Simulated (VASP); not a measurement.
Crystal: EuOs.

```xyz
2
Lattice="3.4561 0.0000 0.0000 0.0000 3.4561 0.0000 0.0000 0.0000 3.4561" Properties=species:S:1:pos:R:3 pbc="T T T"
Eu    0.0000    0.0000    0.0000
Os    1.7280    1.7280    1.7280
```

Base run:

```yaml
Program: VASP 6.6.1
Functional: PBEsol
Potentials_or_basis: VASP PAW PBE potentials, release 64 (Eu, Os)
Cutoff: 520 eV
k_mesh: 10 × 10 × 10
Occupations: gaussian, width 0.05 eV
Spin: collinear spin, ferromagnetic start
Starting_moments: "[7.01, 0.0] μB"
```

Its results: pressure -5.9 GPa; net moment 5.80 μB per cell; site moments Eu +6.25; Os -0.71 μB.

The run is repeated on the same cell with these changes: functional from PBEsol to PBE; moments at the start from [7.01, 0.0] to [7.0, 0.0]. What comes out?

Pressure 0.2 GPa; net moment 5.79 μB per cell; site moments Eu +6.26; Os -0.73 μB.

Caveats: the PAW data sets were made with another functional, which shifts forces and pressure a little (some runs).
